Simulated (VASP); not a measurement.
# Ag (Fm-3m) in VASP: a series of runs

Runs on Ag. Level: PBEsol. Tasks: single point, relaxation of cell and atoms.

Program: VASP 6.6.1. These are calculated values, not measurements. Logs are shortened: lines on timing, memory, paths and dates and some standing lists are left out, and cuts for length are marked.

**1. The cell of the first run**

Symmetry: Fm-3m, No. 225, cubic system. The conventional cell has a = 4.054 Å, b = 4.054 Å, c = 4.054 Å, α = 90.00°, β = 90.00°, γ = 90.00°. Ag (site symmetry m-3m) has 12 Ag at 2.87 Å within 3.8 Å.

**2. Single point, PBEsol**

INCAR reads:

```
SYSTEM = Ag
ALGO     = Normal         ! electronic algorithm
EDIFF    = 1E-6           ! SCF threshold, eV
ENCUT    = 520            ! plane-wave cutoff, eV
GGA      = PS             ! functional
ISIF     = 2              ! what is computed and relaxed
ISMEAR   = -1             ! smearing method
LASPH    = .True.         ! aspherical terms in the spheres
LCHARG   = .False.        ! write CHGCAR
LREAL    = .False.        ! projectors in reciprocal space
LWAVE    = .False.        ! write WAVECAR
NBANDS   = 12             ! bands
NELM     = 60             ! most SCF steps
PREC     = Accurate       ! precision mode
SIGMA    = 0.15           ! smearing width, eV
```

KPOINTS reads:

```
k-points
0
Gamma
  20 20 20
  0 0 0
```

POSCAR reads:

```
Ag
1.0
    0.0000000000      2.0272056337      2.0272056337
    2.0272056337      0.0000000000      2.0272056337
    2.0272056337      2.0272056337      0.0000000000
Ag
1
Direct
    0.0000000000      0.0000000000      0.0000000000
```

Potentials or basis: VASP PAW PBE potentials, release 64 (Ag).

The run is started by

```sh
> cat potpaw_PBE.64/Ag/POTCAR > POTCAR
> mpirun -np 1 vasp_std > vasp.out
```

OUTCAR:

```text
SYSTEM = Ag
   EDIFF = 1E-6
   ENCUT = 520
   GGA = PS
   ISIF = 2
   ISMEAR = -1
   LASPH = .True.
   LREAL = .False.
   NELM = 60
   PREC = Accurate

 ion  position               nearest neighbor table
   1  0.000  0.000  0.000-

  LATTYP: Found a face centered cubic cell.
 ALAT       =     4.0544112674

  Lattice vectors:

 A1 = (   0.0000000000,   2.0272056337,   2.0272056337)
 A2 = (   2.0272056337,   0.0000000000,   2.0272056337)
 A3 = (   2.0272056337,   2.0272056337,   0.0000000000)

Analysis of symmetry for initial positions (statically):
=====================================================================
 Subroutine PRICEL returns:
 Original cell was already a primitive cell.

 Routine SETGRP: Setting up the symmetry group for a
 face centered cubic supercell.

 Subroutine GETGRP returns: Found 48 space group operations
 (whereof 48 operations were pure point group operations)
 out of a pool of 48 trial point group operations.

The static configuration has the point symmetry O_h .

Analysis of symmetry for dynamics (positions and initial velocities):
=====================================================================
 Subroutine PRICEL returns:
 Original cell was already a primitive cell.

 Routine SETGRP: Setting up the symmetry group for a
 face centered cubic supercell.

 Subroutine GETGRP returns: Found 48 space group operations
 (whereof 48 operations were pure point group operations)
 out of a pool of 48 trial point group operations.

The dynamic configuration has the point symmetry O_h .

 Subroutine INISYM returns: Found 48 space group operations
 (whereof 48 operations are pure point group operations),
 and found     1 'primitive' translations

----------------------------------------------------------------------------------------

                                     Primitive cell

  volume of cell :      16.6619

  direct lattice vectors                    reciprocal lattice vectors
     0.000000000  2.027205634  2.027205634    -0.246644934  0.246644934  0.246644934
     2.027205634  0.000000000  2.027205634     0.246644934 -0.246644934  0.246644934
     2.027205634  2.027205634  0.000000000     0.246644934  0.246644934 -0.246644934

  length of vectors
     2.866901701  2.866901701  2.866901701     0.427201557  0.427201557  0.427201557

  position of ions in fractional coordinates (direct lattice)
     0.000000000  0.000000000  0.000000000

  ion indices of the primitive-cell ions
   primitive index   ion index
                 1           1

----------------------------------------------------------------------------------------

 KPOINTS: k-points

Automatic generation of k-mesh.
 Grid dimensions read from file:
 generate k-points for:   20   20   20

 Generating k-lattice:

  Cartesian coordinates                     Fractional coordinates (reciprocal lattice)
    -0.012332247  0.012332247  0.012332247     0.050000000  0.000000000  0.000000000
     0.012332247 -0.012332247  0.012332247     0.000000000  0.050000000  0.000000000
     0.012332247  0.012332247 -0.012332247     0.000000000  0.000000000  0.050000000

  Length of vectors
     0.021360078  0.021360078  0.021360078

  Shift w.r.t. Gamma in fractional coordinates (k-lattice)
     0.000000000  0.000000000  0.000000000

 Subroutine IBZKPT returns following result:
 ===========================================

 Found    256 irreducible k-points:

 Following reciprocal coordinates:
            Coordinates               Weight
  0.000000  0.000000  0.000000      1.000000
  0.050000  0.000000  0.000000      8.000000
  0.100000  0.000000  0.000000      8.000000
  0.150000  0.000000  0.000000      8.000000
  0.200000  0.000000  0.000000      8.000000
  0.250000  0.000000  0.000000      8.000000
[... 16 lines left out ...]
 -0.400000  0.050000  0.000000     24.000000
 -0.350000  0.050000  0.000000     24.000000
 [... further k-points ...]
   k-points           NKPTS =    256   k-points in BZ     NKDIM =    256   number of bands    NBANDS=     12
   number of dos      NEDOS =    301   number of ions     NIONS =      1
   total plane-waves  NPLWV =  13824
   dimension x,y,z NGX =    24 NGY =   24 NGZ =   24
   dimension x,y,z NGXF=    48 NGYF=   48 NGZF=   48
   ions per type =               1
   NGX,Y,Z   is equivalent  to a cutoff of  13.92, 13.92, 13.92 a.u.
   NGXF,Y,Z  is equivalent  to a cutoff of  27.83, 27.83, 27.83 a.u.
 SYSTEM =  Ag
   PREC   = accura    normal or accurate (medium, high low for compatibility)
   ISTART =      0    job   : 0-new  1-cont  2-samecut
   ICHARG =      2    charge: 1-file 2-atom 10-const
   ISPIN  =      1    spin polarized calculation?
   LNONCOLLINEAR =      F non collinear calculations
   LSORBIT =      F    spin-orbit coupling
   LASPH  =      T    aspherical Exc in radial PAW
   ENCUT  =  520.0 eV  38.22 Ry    6.18 a.u.   5.33  5.33  5.33*2*pi/ulx,y,z
   NELM   =     60;   NELMIN=  2; NELMDL= -5     # of ELM steps
   EDIFF  = 0.1E-05   stopping-criterion for ELM
   LREAL  =      F    real-space projection
   EDIFFG = 0.1E-04   stopping-criterion for IOM
   NSW    =      0    number of steps for IOM
   IBRION =     -1    ionic relax: 0-MD 1-quasi-New 2-CG
   NFREE  =      0    steps in history (QN), initial steepest desc. (CG)
   ISIF   =      2    stress and relaxation
   ISYM   =      2    0-nonsym 1-usesym 2-fastsym
   POTIM  = 0.5000    time-step for ionic-motion
   TEBEG  =    0.0;   TEEND  =   0.0 temperature during run
   PSTRESS=    0.0 pullay stress
   NELECT =      11.0000    total number of electrons
   NUPDOWN=      -1.0000    fix difference up-down
   EMIN   =  10.00;   EMAX   =-10.00  energy-range for DOS
   EFERMI =   0.00;   METHOD = LEGACY
   ISMEAR =    -1;   SIGMA  =   0.15  broadening in eV -4-tet -1-fermi 0-gaus
   EFERMI_NEDOS =   21; number of points for ismear=-14 and -15
   IALGO  =     38    algorithm
   IMIX   =      4    mixing-type and parameters
     AMIX     =   0.40;   BMIX     =  1.00
     AMIX_MAG =   1.60;   BMIX_MAG =  1.00
  volume/ion in A,a.u.               =      16.66       112.44
  Fermi-wavevector in a.u.,A,eV,Ry     =   1.425491  2.693788 27.647387  2.032026
  Thomas-Fermi vector in A             =   2.545870
   LORBIT       =      0    0 simple, 1 ext, 2 COOP (PROOUT), +10 PAW based schemes
   GGA     = PS    functional components
   LHFCALC =     F    Hartree Fock is set to
   AEXX    =    0.0000 exact exchange contribution
   IVDW    =     0    specifies the selected vdW correction
   LEPSILON=     F    determine dielectric tensor
   LRPA    =     F    only Hartree local field effects (RPA)
 non-spin polarized calculation
  energy-cutoff  :      520.00
  volume of cell :       16.66
 maximum number of plane-waves:       464
 NGX is ok and might be reduce to    24
   NGX = 11   NGY = 11   NGZ = 11

 number of electron      11.0000001 magnetization

 Free energy of the ion-electron system (eV)
  ---------------------------------------------------
  ext. energy  EPLUGINS =         0.00000000
  ---------------------------------------------------
  free energy    TOTEN  =        -3.31980896 eV

  energy without entropy =       -3.30192750  energy(sigma->0) =       -3.31086823

 E-fermi :   8.5586     XC(G=0): -12.5504

 val. band max:        8.5066978294   @ k =   0.5000   0.3500   0.1500
 cond. band min:       8.6025501301   @ k =   0.5000   0.1000   0.0000
 fundamental gap:      0.0958523007
 Fermi energy:         8.5585831169

 k-point     1 :       0.0000    0.0000    0.0000
  band No.  band energies     occupation
      1       0.5531      2.00000
      2       3.6993      2.00000
      3       3.6993      2.00000
      4       3.6993      2.00000
      5       4.7896      2.00000
      6       4.7896      2.00000
      7      24.5893      0.00000
      8      28.2985      0.00000
      9      28.2985      0.00000
     10      28.2985      0.00000
     11      33.1769      0.00000
     12      34.4560      0.00000

 k-point     2 :       0.0500    0.0000    0.0000
  band No.  band energies     occupation
      1       0.6331      2.00000
      2       3.6795      2.00000
      3       3.7223      2.00000
      4       3.7223      2.00000
      5       4.7803      2.00000
      6       4.7803      2.00000
      7      24.6168      0.00000
      8      27.5974      0.00000
      9      28.3382      0.00000
     10      28.3382      0.00000
     11      33.3761      0.00000
     12      34.3505      0.00000

 k-point     3 :       0.1000    0.0000    0.0000
  band No.  band energies     occupation
      1       0.8664      2.00000
      2       3.6302      2.00000
      3       3.7840      2.00000
      4       3.7840      2.00000
      5       4.7601      2.00000
      6       4.7601      2.00000
      7      24.5370      0.00000
      8      26.2640      0.00000
      9      28.4417      0.00000
     10      28.4417      0.00000
     11      32.6857      0.00000
     12      33.9983      0.00000

 k-point     4 :       0.1500    0.0000    0.0000
  band No.  band energies     occupation
      1       1.2272      2.00000
      2       3.5857      2.00000
      3       3.8606      2.00000
      4       3.8606      2.00000
      5       4.7527      2.00000
      6       4.7527      2.00000
      7      23.5462      0.00000
      8      25.5790      0.00000
      9      28.5597      0.00000
     10      28.5597      0.00000
     11      31.8946      0.00000
     12      33.3864      0.00000

 k-point     5 :       0.2000    0.0000    0.0000
  band No.  band energies     occupation
      1       1.6470      2.00000
      2       3.6257      2.00000
      3       3.9125      2.00000
      4       3.9125      2.00000
      5       4.7963      2.00000
      6       4.7963      2.00000
      7      21.7684      0.00000
      8      25.4482      0.00000
      9      28.6030      0.00000
     10      28.6030      0.00000
     11      31.5018      0.00000
     12      32.6641      0.00000
[... 228 lines left out ...]
      1       2.0643      2.00000
      2       3.6472      2.00000
      3       3.7172      2.00000
      4       5.4289      2.00000
      5       5.6245      2.00000
      6       8.2123      1.81920
      7      12.3586      0.00000
      8      23.7961      0.00000
      9      26.1861      0.00000
     10      26.2882      0.00000
     11      31.9741      0.00000
     12      32.0333      0.00000

 k-point    22 :      -0.4500    0.0500    0.0000
  band No.  band energies     occupation
      1       2.0702      2.00000
      2       3.6571      2.00000
      3       3.7169      2.00000
      4       5.4475      2.00000
      5       5.5700      2.00000
      6       8.0376      1.93983
      7      12.5846      0.00000
      8      23.8022      0.00000
      9      25.9990      0.00000
     10      26.6045      0.00000
     11      31.8650      0.00000
     12      32.0622      0.00000

 k-point    23 :      -0.4000    0.0500    0.0000
  band No.  band energies     occupation
      1       2.1057      2.00000
      2       3.6959      2.00000
      3       3.7456      2.00000
      4       5.3459      2.00000
      5       5.4390      2.00000
      6       7.1445      1.99984
      7      13.8249      0.00000
      8      23.9386      0.00000
      9      26.0501      0.00000
     10      27.1624      0.00000
     11      31.7210      0.00000
     12      32.0001      0.00000

 k-point    24 :      -0.3500    0.0500    0.0000
  band No.  band energies     occupation
      1       2.1565      2.00000
      2       3.7560      2.00000
      3       3.7992      2.00000
      4       5.0809      2.00000
      5       5.2515      2.00000
      6       6.1940      2.00000
      7      15.4791      0.00000
      8      24.1853      0.00000
      9      26.3117      0.00000
     10      27.9390      0.00000
     11      31.5374      0.00000
     12      31.7831      0.00000

 [... further k-points ...]

------------------------ aborting loop because EDIFF is reached ----------------------------------------

  FORCE on cell =-STRESS in cart. coord.  units (eV):
  Direction    XX          YY          ZZ          XY          YZ          ZX
  --------------------------------------------------------------------------------------
  -------------------------------------------------------------------------------------
  Total       -0.0233224     -0.0233224     -0.0233224     -0.0000000     -0.0000000      0.0000000
  in kB       -2.2426400     -2.2426400     -2.2426400     -0.0000000     -0.0000000      0.0000000
  external PRESSURE =      -2.2426400 kB  Pullay stress =       0.0000000 kB

 VOLUME and BASIS-vectors are now :
 -----------------------------------------------------------------------------
  energy-cutoff  :      520.00
  volume of cell :       16.66
      direct lattice vectors                 reciprocal lattice vectors
     0.000000000  2.027205634  2.027205634    -0.246644934  0.246644934  0.246644934
     2.027205634  0.000000000  2.027205634     0.246644934 -0.246644934  0.246644934
     2.027205634  2.027205634  0.000000000     0.246644934  0.246644934 -0.246644934

 POSITION                                       TOTAL-FORCE (eV/Angst)
 -----------------------------------------------------------------------------------
      0.00000      0.00000      0.00000         0.000000     -0.000000      0.000000
 -----------------------------------------------------------------------------------
    total drift:                               -0.000000     -0.000000     -0.000000

  FREE ENERGIE OF THE ION-ELECTRON SYSTEM (eV)
  ---------------------------------------------------
  free  energy   TOTEN  =        -3.3198089644 eV

  energy  without entropy=       -3.3019274989  energy(sigma->0) =       -3.31086823
```

Wall time 21 s (1 thread of Intel Xeon Platinum 8559C (Emerald Rapids), shared host); peak memory 0.17 GiB.

Results:

- Free energy: -3.3198 eV
- Pressure: -0.2 GPa

Caveat: the PAW data sets were made with another functional, which shifts forces and pressure a little.

**3. Relaxation of cell and atoms, PBEsol**

This run uses another cell than the first one, of 17.05 Å³/atom, 1.023 times its volume.

INCAR reads:

```
PREC = Accurate ; ENCUT = 600
EDIFF = 1E-6 ; ISMEAR = 0
SIGMA = 0.1 ; LREAL = False
LASPH = True ; NELM = 60
ALGO = Normal ; ISIF = 3
LWAVE = False ; LCHARG = False
GGA = PS ; IBRION = 2
NSW = 100 ; EDIFFG = -0.005
```

KPOINTS reads:

```
Automatic mesh
0
Gamma
  18 18 18
```

POSCAR reads:

```
Ag
1.0
    0.0000000000      2.0427500000      2.0427500000
    2.0427500000      0.0000000000      2.0427500000
    2.0427500000      2.0427500000      0.0000000000
Ag
1
Direct
    0.0000000000      0.0000000000      0.0000000000
```

Potentials or basis: VASP PAW PBE potentials, release 64 (Ag).

The run is started by

```sh
> cat potpaw_PBE.64/Ag/POTCAR > POTCAR
> mpirun -np 1 vasp_std > vasp.out
```

It took 26 s on 1 thread of Intel Xeon Platinum 8559C (Emerald Rapids), shared host; peak memory 0.18 GiB.

The run converged. Its results:

* Free energy: -3.3125 eV
* Relaxed volume: 16.63 Å³/atom
* Relaxed cell: a = 2.865 Å, b = 2.865 Å, c = 2.865 Å, α = 60.00°, β = 60.00°, γ = 60.00°
* Space group after relaxing (to 0.05 Å): Fm-3m (No. 225)
* Energy gained by relaxing: 3.7 meV/atom
* Ionic steps: 3
* Pressure after relaxing: 0.0 GPa

Step by step:
```tsv
step	energy change (eV)	largest force (eV/Å)	pressure (GPa)	volume (Å³)
1	0.0000	0.0000	-2.78	17.05
2	-0.0016	0.0000	2.33	16.33
3	-0.0037	0.0000	-0.01	16.63
```

Final structure:
```xyz
1
Lattice="0.0000 2.0259 2.0259 2.0259 0.0000 2.0259 2.0259 2.0259 0.0000" Properties=species:S:1:pos:R:3 pbc="T T T"
Ag    0.0000    0.0000    0.0000
```

Levels at points of the mesh, in eV from the Fermi level:
| k point | band 4 | band 5 | band 6 | band 7 | band 8 | band 9 |
| --- | --- | --- | --- | --- | --- | --- |
| (0.00, 0.00, 0.00) | -4.81 | -3.72 | -3.72 | 16.09 | 19.81 | 19.81 |
| (0.50, 0.00, 0.00) | -2.88 | -2.88 | -0.48 | 3.77 | 15.32 | 18.12 |
| (0.50, 0.50, 0.00) | -2.67 | -2.67 | 1.57 | 6.96 | 10.78 | 10.78 |

Caveat: the PAW data sets were made with another functional, which shifts forces and pressure a little.

(Continued in part 2 of 2.)
